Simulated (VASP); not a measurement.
# Fe2O (antifluorite type) (Fm-3m) in VASP: notebook

Fe2O (antifluorite type) is run at these levels: PBE; tasks: single point.

Everything below comes from runs of VASP 6.6.1. Logs are shortened: lines on timing, memory, paths and dates and some standing lists are left out, and cuts for length are marked.

## Step 1: The cell of the first run

Symmetry: Fm-3m, No. 225, cubic system. Conventional cell: a = 4.931 Å, b = 4.931 Å, c = 4.931 Å, α = 90.00°, β = 90.00°, γ = 90.00°. Fe (site symmetry -43m) has 4 O at 2.14 Å and 6 Fe at 2.47 Å within 2.8 Å. O (site symmetry m-3m) has 8 Fe at 2.14 Å within 2.8 Å.

## Step 2: Single point, PBE

File INCAR:

```
SYSTEM = Fe2O
ALGO     = Normal         ! electronic algorithm
EDIFF    = 1E-7           ! SCF threshold, eV
ENCUT    = 520            ! plane-wave cutoff, eV
GGA      = PE             ! functional
ISIF     = 2              ! what is computed and relaxed
ISMEAR   = -1             ! smearing method
LASPH    = .TRUE.         ! aspherical terms in the spheres
LCHARG   = .TRUE.         ! write CHGCAR
LELF     = .TRUE.         ! ELF
LREAL    = .FALSE.        ! projectors in reciprocal space
LVHAR    = .TRUE.       
LWAVE    = .FALSE.        ! write WAVECAR
NBANDS   = 18             ! bands
NELM     = 80             ! most SCF steps
PREC     = Accurate       ! precision mode
SIGMA    = 0.06122561905347299 ! smearing width, eV
```

File KPOINTS:

```
k-points
0
G
  13 13 13
  0 0 0
```

File POSCAR:

```
Fe2O
1.0
    0.0000000000      2.4657133161      2.4657133161
    2.4657133161      0.0000000000      2.4657133161
    2.4657133161      2.4657133161      0.0000000000
Fe O
2 1
Direct
    0.2500000000      0.2500000000      0.2500000000
    0.7500000000      0.7500000000      0.7500000000
    0.0000000000      0.0000000000      0.0000000000
```

Potentials or basis: VASP PAW PBE potentials, release 64 (Fe, O).

On the command line:

```
> cat potpaw_PBE.64/Fe/POTCAR potpaw_PBE.64/O/POTCAR > POTCAR
> mpirun -np 1 vasp_std > vasp.out
```

OUTCAR:

```text
SYSTEM = Fe2O
   EDIFF = 1E-7
   ENCUT = 520
   GGA = PE
   ISIF = 2
   ISMEAR = -1
   LASPH = .TRUE.
   LREAL = .FALSE.
   NELM = 80
   PREC = Accurate

 ion  position               nearest neighbor table
   1  0.250  0.250  0.250-   3 2.14   3 2.14   3 2.14   3 2.14   2 2.47   2 2.47   2 2.47   2 2.47
                             2 2.47   2 2.47
   2  0.750  0.750  0.750-   3 2.14   3 2.14   3 2.14   3 2.14   1 2.47   1 2.47   1 2.47   1 2.47
                             1 2.47   1 2.47
   3  0.000  0.000  0.000-   2 2.14   2 2.14   2 2.14   1 2.14   1 2.14   1 2.14   2 2.14   1 2.14

  LATTYP: Found a face centered cubic cell.
 ALAT       =     4.9314266322

  Lattice vectors:

 A1 = (   0.0000000000,   2.4657133161,   2.4657133161)
 A2 = (   2.4657133161,   0.0000000000,   2.4657133161)
 A3 = (   2.4657133161,   2.4657133161,   0.0000000000)

Analysis of symmetry for initial positions (statically):
=====================================================================
 Subroutine PRICEL returns:
 Original cell was already a primitive cell.

 Routine SETGRP: Setting up the symmetry group for a
 face centered cubic supercell.

 Subroutine GETGRP returns: Found 48 space group operations
 (whereof 48 operations were pure point group operations)
 out of a pool of 48 trial point group operations.

The static configuration has the point symmetry O_h .

Analysis of symmetry for dynamics (positions and initial velocities):
=====================================================================
 Subroutine PRICEL returns:
 Original cell was already a primitive cell.

 Routine SETGRP: Setting up the symmetry group for a
 face centered cubic supercell.

 Subroutine GETGRP returns: Found 48 space group operations
 (whereof 48 operations were pure point group operations)
 out of a pool of 48 trial point group operations.

The dynamic configuration has the point symmetry O_h .

 Subroutine INISYM returns: Found 48 space group operations
 (whereof 48 operations are pure point group operations),
 and found     1 'primitive' translations

----------------------------------------------------------------------------------------

                                     Primitive cell

  volume of cell :      29.9818

  direct lattice vectors                    reciprocal lattice vectors
     0.000000000  2.465713316  2.465713316    -0.202781076  0.202781076  0.202781076
     2.465713316  0.000000000  2.465713316     0.202781076 -0.202781076  0.202781076
     2.465713316  2.465713316  0.000000000     0.202781076  0.202781076 -0.202781076

  length of vectors
     3.487045213  3.487045213  3.487045213     0.351227127  0.351227127  0.351227127

  position of ions in fractional coordinates (direct lattice)
     0.250000000  0.250000000  0.250000000
     0.750000000  0.750000000  0.750000000
     0.000000000  0.000000000  0.000000000

  ion indices of the primitive-cell ions
   primitive index   ion index
                 1           1
                 2           2
                 3           3

----------------------------------------------------------------------------------------

 KPOINTS: k-points

Automatic generation of k-mesh.
 Grid dimensions read from file:
 generate k-points for:   13   13   13

 Generating k-lattice:

  Cartesian coordinates                     Fractional coordinates (reciprocal lattice)
    -0.015598544  0.015598544  0.015598544     0.076923077  0.000000000  0.000000000
     0.015598544 -0.015598544  0.015598544     0.000000000  0.076923077  0.000000000
     0.015598544  0.015598544 -0.015598544     0.000000000  0.000000000  0.076923077

  Length of vectors
     0.027017471  0.027017471  0.027017471

  Shift w.r.t. Gamma in fractional coordinates (k-lattice)
     0.000000000  0.000000000  0.000000000

 Subroutine IBZKPT returns following result:
 ===========================================

 Found     84 irreducible k-points:

 Following reciprocal coordinates:
            Coordinates               Weight
  0.000000  0.000000  0.000000      1.000000
  0.076923  0.000000  0.000000      8.000000
  0.153846  0.000000  0.000000      8.000000
  0.230769  0.000000  0.000000      8.000000
  0.307692  0.000000  0.000000      8.000000
  0.384615  0.000000  0.000000      8.000000
[... 16 lines left out ...]
  0.384615  0.153846  0.000000     24.000000
  0.461538  0.153846  0.000000     24.000000
 [... further k-points ...]
   k-points           NKPTS =     84   k-points in BZ     NKDIM =     84   number of bands    NBANDS=     18
   number of dos      NEDOS =    301   number of ions     NIONS =      3
   total plane-waves  NPLWV =  21952
   dimension x,y,z NGX =    28 NGY =   28 NGZ =   28
   dimension x,y,z NGXF=    56 NGYF=   56 NGZF=   56
   ions per type =               2   1
   NGX,Y,Z   is equivalent  to a cutoff of  13.35, 13.35, 13.35 a.u.
   NGXF,Y,Z  is equivalent  to a cutoff of  26.70, 26.70, 26.70 a.u.
 SYSTEM =  Fe2O
   PREC   = accura    normal or accurate (medium, high low for compatibility)
   ISTART =      0    job   : 0-new  1-cont  2-samecut
   ICHARG =      2    charge: 1-file 2-atom 10-const
   ISPIN  =      1    spin polarized calculation?
   LNONCOLLINEAR =      F non collinear calculations
   LSORBIT =      F    spin-orbit coupling
   LASPH  =      T    aspherical Exc in radial PAW
   ENCUT  =  520.0 eV  38.22 Ry    6.18 a.u.   6.48  6.48  6.48*2*pi/ulx,y,z
   NELM   =     80;   NELMIN=  2; NELMDL= -5     # of ELM steps
   EDIFF  = 0.1E-06   stopping-criterion for ELM
   LREAL  =      F    real-space projection
   EDIFFG = 0.1E-05   stopping-criterion for IOM
   NSW    =      0    number of steps for IOM
   IBRION =     -1    ionic relax: 0-MD 1-quasi-New 2-CG
   NFREE  =      0    steps in history (QN), initial steepest desc. (CG)
   ISIF   =      2    stress and relaxation
   ISYM   =      2    0-nonsym 1-usesym 2-fastsym
   POTIM  = 0.5000    time-step for ionic-motion
   TEBEG  =    0.0;   TEEND  =   0.0 temperature during run
   PSTRESS=    0.0 pullay stress
   NELECT =      22.0000    total number of electrons
   NUPDOWN=      -1.0000    fix difference up-down
   EMIN   =  10.00;   EMAX   =-10.00  energy-range for DOS
   EFERMI =   0.00;   METHOD = LEGACY
   ISMEAR =    -1;   SIGMA  =   0.06  broadening in eV -4-tet -1-fermi 0-gaus
[... 21 lines left out ...]

 number of electron      21.9999998 magnetization

 Free energy of the ion-electron system (eV)
  ---------------------------------------------------
  ext. energy  EPLUGINS =         0.00000000
  ---------------------------------------------------
  free energy    TOTEN  =       -19.80850261 eV

  energy without entropy =      -19.73284389  energy(sigma->0) =      -19.77067325

 E-fermi :   6.4809     XC(G=0): -12.8166

 val. band max:        6.4747754917   @ k =   0.0769   0.0769   0.0000
 cond. band min:       6.4884995019   @ k =   0.3846   0.2308   0.0000
 fundamental gap:      0.0137240103
 Fermi energy:         6.4808865859

 k-point     1 :       0.0000    0.0000    0.0000
  band No.  band energies     occupation
      1     -14.8147      2.00000
      2      -0.9738      2.00000
      3      -0.9738      2.00000
      4      -0.9738      2.00000
      5       3.2055      2.00000
      6       3.2613      2.00000
[... 10 lines left out ...]
     17      15.5893      0.00000
     18      15.5893      0.00000

 k-point     2 :       0.0769    0.0000    0.0000
  band No.  band energies     occupation
      1     -14.7933      2.00000
      2      -1.0803      2.00000
      3      -0.9515      2.00000
      4      -0.9515      2.00000
      5       3.3040      2.00000
      6       3.3040      2.00000
[... 10 lines left out ...]
     17      15.7340      0.00000
     18      15.7340      0.00000

 k-point     3 :       0.1538    0.0000    0.0000
  band No.  band energies     occupation
      1     -14.7349      2.00000
      2      -1.3177      2.00000
      3      -0.8892      2.00000
      4      -0.8892      2.00000
      5       3.4326      2.00000
      6       3.4326      2.00000
[... 10 lines left out ...]
     17      16.1036      0.00000
     18      16.1036      0.00000

 k-point     4 :       0.2308    0.0000    0.0000
  band No.  band energies     occupation
      1     -14.6524      2.00000
      2      -1.5556      2.00000
      3      -0.7997      2.00000
      4      -0.7997      2.00000
      5       3.6472      2.00000
      6       3.6472      2.00000
[... 10 lines left out ...]
     17      16.5328      0.00000
     18      16.5328      0.00000

 k-point     5 :       0.3077    0.0000    0.0000
  band No.  band energies     occupation
      1     -14.5647      2.00000
      2      -1.7261      2.00000
      3      -0.7024      2.00000
      4      -0.7024      2.00000
      5       3.9432      2.00000
      6       3.9432      2.00000
[... 10 lines left out ...]
     17      16.8383      0.00000
     18      16.8383      0.00000

 k-point     6 :       0.3846    0.0000    0.0000
  band No.  band energies     occupation
      1     -14.4917      2.00000
      2      -1.8197      2.00000
      3      -0.6196      2.00000
      4      -0.6196      2.00000
      5       4.3024      2.00000
      6       4.3024      2.00000
[... 10 lines left out ...]
     17      16.9597      0.00000
     18      16.9597      0.00000

 k-point     7 :       0.4615    0.0000    0.0000
  band No.  band energies     occupation
      1     -14.4504      2.00000
      2      -1.8563      2.00000
      3      -0.5719      2.00000
      4      -0.5719      2.00000
      5       4.6507      2.00000
      6       4.6515      2.00000
[... 10 lines left out ...]
     17      16.9795      0.00000
     18      16.9795      0.00000

 k-point     8 :       0.0769    0.0769    0.0000
  band No.  band energies     occupation
      1     -14.7864      2.00000
      2      -1.1316      2.00000
      3      -0.9342      2.00000
      4      -0.9342      2.00000
      5       3.2920      2.00000
      6       3.3390      2.00000
[... 10 lines left out ...]
     17      15.4806      0.00000
     18      15.6464      0.00000
[... 229 lines left out ...]
     17      15.2960      0.00000
     18      16.2723      0.00000

 k-point    20 :       0.1538    0.1538    0.0000
  band No.  band energies     occupation
      1     -14.7091      2.00000
      2      -1.4656      2.00000
      3      -0.8247      2.00000
      4      -0.8247      2.00000
      5       3.3783      2.00000
      6       3.5244      2.00000
[... 10 lines left out ...]
     17      15.2855      0.00000
     18      15.7645      0.00000

 k-point    21 :       0.2308    0.1538    0.0000
  band No.  band energies     occupation
      1     -14.6481      2.00000
      2      -1.6331      2.00000
      3      -0.7629      2.00000
      4      -0.7442      2.00000
      5       3.4745      2.00000
      6       3.6461      2.00000
[... 10 lines left out ...]
     17      15.3421      0.00000
     18      16.3763      0.00000

 k-point    22 :       0.3077    0.1538    0.0000
  band No.  band energies     occupation
      1     -14.5711      2.00000
      2      -1.7467      2.00000
      3      -0.7223      2.00000
      4      -0.6526      2.00000
      5       3.6537      2.00000
      6       3.7975      2.00000
[... 10 lines left out ...]
     17      15.5978      0.00000
     18      16.6657      0.00000

 k-point    23 :       0.3846    0.1538    0.0000
  band No.  band energies     occupation
      1     -14.4959      2.00000
      2      -1.7795      2.00000
      3      -0.7107      2.00000
      4      -0.5712      2.00000
      5       3.9111      2.00000
      6       3.9216      2.00000
[... 10 lines left out ...]
     17      15.9390      0.00000
     18      16.4140      0.00000

 k-point    24 :       0.4615    0.1538    0.0000
  band No.  band energies     occupation
      1     -14.4401      2.00000
      2      -1.7478      2.00000
      3      -0.7283      2.00000
      4      -0.5201      2.00000
      5       3.9523      2.00000
      6       4.2328      2.00000
[... 10 lines left out ...]
     17      16.0289      0.00000
     18      16.3035      0.00000

 [... further k-points ...]
[... 5 lines left out ...]
  --------------------------------------------------------------------------------------
  -------------------------------------------------------------------------------------
  Total       -0.6417918     -0.6417918     -0.6417918      0.0000000     -0.0000000     -0.0000000
  in kB      -34.2962792    -34.2962792    -34.2962792      0.0000000     -0.0000000     -0.0000000
  external PRESSURE =     -34.2962792 kB  Pullay stress =       0.0000000 kB

 VOLUME and BASIS-vectors are now :
 -----------------------------------------------------------------------------
  energy-cutoff  :      520.00
  volume of cell :       29.98
      direct lattice vectors                 reciprocal lattice vectors
     0.000000000  2.465713316  2.465713316    -0.202781076  0.202781076  0.202781076
     2.465713316  0.000000000  2.465713316     0.202781076 -0.202781076  0.202781076
     2.465713316  2.465713316  0.000000000     0.202781076  0.202781076 -0.202781076

 POSITION                                       TOTAL-FORCE (eV/Angst)
 -----------------------------------------------------------------------------------
      1.23286      1.23286      1.23286         0.000000      0.000000      0.000000
      3.69857      3.69857      3.69857        -0.000000     -0.000000     -0.000000
      0.00000      0.00000      0.00000        -0.000000      0.000000     -0.000000
 -----------------------------------------------------------------------------------
    total drift:                                0.000000      0.000000      0.000000

  FREE ENERGIE OF THE ION-ELECTRON SYSTEM (eV)
  ---------------------------------------------------
  free  energy   TOTEN  =       -19.8085026143 eV

  energy  without entropy=      -19.7328438863  energy(sigma->0) =      -19.77067325
```

Wall time 46 s (1 thread of Intel Xeon 6975P-C, shared host); peak memory 0.19 GiB.

What came out:

* Free energy: -19.8085 eV
* Pressure: -3.4 GPa
* Band gap on the k mesh: zero (band 11 reaches 7.18 eV, above the bottom of band 12 at 6.16 eV)

Levels at points of the mesh, in eV from the Fermi level:
```
           k point  band 7  band 8  band 9  band 10  band 11  band 12  band 13  band 14  band 15  band 16
(0.00, 0.00, 0.00)   -3.22    0.40    0.40     0.40     0.40     0.40     0.40     1.32     1.32     9.11
```

Caveat: the run has no spin polarisation, though such a crystal can be magnetic. With open d or f shells a metallic result of PBE can be an artefact of self-interaction; +U or a hybrid may open a gap.

## Step 3: Single point, PBE

This run uses another cell than the first one, of 10.19 Å³/atom, 1.020 times its volume.

File INCAR:

```
  ALGO = Normal
  EDIFF = 1E-6
  ENCUT = 520
  GGA = PE
  ISIF = 2
  ISMEAR = -1
  LASPH = T
  LCHARG = F
  LREAL = F
  LWAVE = F
  NBANDS = 18
  NELM = 60
  PREC = Accurate
  SIGMA = 0.06122561905347299
```

File KPOINTS:

```
k-points
0
Gamma
  13 13 13
```

File POSCAR:

```
Fe2O
1.0
    0.0000000000      2.4817248902      2.4817248902
    2.4817248902      0.0000000000      2.4817248902
    2.4817248902      2.4817248902      0.0000000000
Fe O
2 1
Direct
    0.2500000000      0.2500000000      0.2500000000
    0.7500000000      0.7500000000      0.7500000000
    0.0000000000      0.0000000000      0.0000000000
```

Potentials or basis: VASP PAW PBE potentials, release 64 (Fe, O).

On the command line:

```
> cat potpaw_PBE.64/Fe/POTCAR potpaw_PBE.64/O/POTCAR > POTCAR
> mpirun -np 1 vasp_std > vasp.out
```

It took 44 s on 1 thread of Intel Xeon 6975P-C, shared host; peak memory 0.19 GiB.

It converged, with:

```
Free energy            : -19.7898 eV
Pressure               : -6.9 GPa
Band gap on the k mesh : zero (band 11 reaches 6.93 eV, above the bottom of band 12 at 5.94 eV)
```

Levels at points of the mesh, in eV from the Fermi level:
```csv
k point,band 8,band 9,band 10,band 11,band 12,band 13,band 14,band 15
"(0.00, 0.00, 0.00)",0.39,0.39,0.39,0.39,0.39,0.39,1.28,1.28
```

Caveat: the run has no spin polarisation, though such a crystal can be magnetic.

## Step 4: Single point, PBE

This run uses another cell than the first one, of 10.39 Å³/atom, 1.039 times its volume.

File INCAR:

```
PREC = Accurate ; ENCUT = 520
EDIFF = 1E-6 ; ISMEAR = -1
SIGMA = 0.06122561905347299 ; LREAL = F
LASPH = T ; NELM = 100
ALGO = Normal ; ISIF = 2
LWAVE = F ; LCHARG = T
GGA = PE ; LELF = T
LVHAR = T ; NBANDS = 18
```

File KPOINTS:

```
regular mesh
0
Gamma
  13 13 13
```

File POSCAR:

```
Fe2O
1.0
    0.0000000000      2.4975324813      2.4975324813
    2.4975324813      0.0000000000      2.4975324813
    2.4975324813      2.4975324813      0.0000000000
Fe O
2 1
Direct
    0.2500000000      0.2500000000      0.2500000000
    0.7500000000      0.7500000000      0.7500000000
    0.0000000000      0.0000000000      0.0000000000
```

On the command line:

```
> cat potpaw_PBE.64/Fe/POTCAR potpaw_PBE.64/O/POTCAR > POTCAR
> mpirun -np 1 vasp_std > vasp.out
```

It took 41 s on 1 thread of Intel Xeon 6975P-C, shared host; peak memory 0.19 GiB.

It converged, with:

| Quantity | Value |
| --- | --- |
| Free energy | -19.7589 eV |
| Pressure | -10.1 GPa |
| Band gap on the k mesh | zero (band 11 reaches 6.70 eV, above the bottom of band 12 at 5.74 eV) |

Levels at points of the mesh, in eV from the Fermi level:
| k point | band 8 | band 9 | band 10 | band 11 | band 12 | band 13 | band 14 | band 15 |
| --- | --- | --- | --- | --- | --- | --- | --- | --- |
| (0.00, 0.00, 0.00) | 0.38 | 0.38 | 0.38 | 0.38 | 0.38 | 0.38 | 1.24 | 1.24 |

Caveat: the run has no spin polarisation, though such a crystal can be magnetic. Spin polarisation is off, so any magnetic state and its effect on volume and gap are missing.

## Step 5: Single point, PBE

This run uses another cell than the first one, of 9.21 Å³/atom, 0.922 times its volume.

File INCAR:

```
ALGO = Normal
EDIFF = 1E-6
ENCUT = 520
GGA = PE
ISIF = 2
ISMEAR = -1
LASPH = True
LCHARG = False
LREAL = False
LWAVE = False
NBANDS = 18
NELM = 60
PREC = Accurate
SIGMA = 0.06122561905347299
```

File KPOINTS:

```
k-points
0
Gamma
  19 19 19
```

File POSCAR:

```
Fe2O
1.0
    0.0000000000      2.3994874044      2.3994874044
    2.3994874044      0.0000000000      2.3994874044
    2.3994874044      2.3994874044      0.0000000000
Fe O
2 1
Direct
    0.2500000000      0.2500000000      0.2500000000
    0.7500000000      0.7500000000      0.7500000000
    0.0000000000      0.0000000000      0.0000000000
```

On the command line:

```
> cat potpaw_PBE.64/Fe/POTCAR potpaw_PBE.64/O/POTCAR > POTCAR
> mpirun -np 1 vasp_std > vasp.out
```

Run time: 2 min. Hardware: 1 thread of Intel Xeon 6975P-C, shared host; peak memory 0.24 GiB.

It converged, with:

```yaml
Free_energy: -19.7312 eV
Pressure: 15.1 GPa
Band_gap_on_the_k_mesh: zero (band 11 reaches 8.25 eV, above the bottom of band 12 at 7.10 eV)
```

Levels at points of the mesh, in eV from the Fermi level:
| k point | band 9 | band 10 | band 11 | band 12 | band 13 | band 14 |
| --- | --- | --- | --- | --- | --- | --- |
| (0.00, 0.00, 0.00) | 0.43 | 0.43 | 0.44 | 0.44 | 0.44 | 1.48 |

Caveat: the run has no spin polarisation, though such a crystal can be magnetic. Spin polarisation is off, so any magnetic state and its effect on volume and gap are missing.

## Step 6: The runs side by side

```tsv
cell	k mesh	gap on the mesh (eV)	pressure (GPa)
a = 3.487 Å, angles 60.0°, 3 atoms	13 × 13 × 13	none	-3.4
a = 3.510 Å, angles 60.0°, 3 atoms	13 × 13 × 13	none	-6.9
a = 3.532 Å, angles 60.0°, 3 atoms	13 × 13 × 13	none	-10.1
a = 3.393 Å, angles 60.0°, 3 atoms	19 × 19 × 19	none	15.1
```

Alike in all rows: task single point; level PBE; potentials or basis VASP PAW PBE potentials, release 64 (Fe, O); no spin polarisation; cutoff (eV) 520; smearing fermi-dirac 0.0612256 eV.

Caveats: the run has no spin polarisation, though such a crystal can be magnetic.

Total energies depend on the potentials used, so only differences within one code and one set of settings carry meaning.
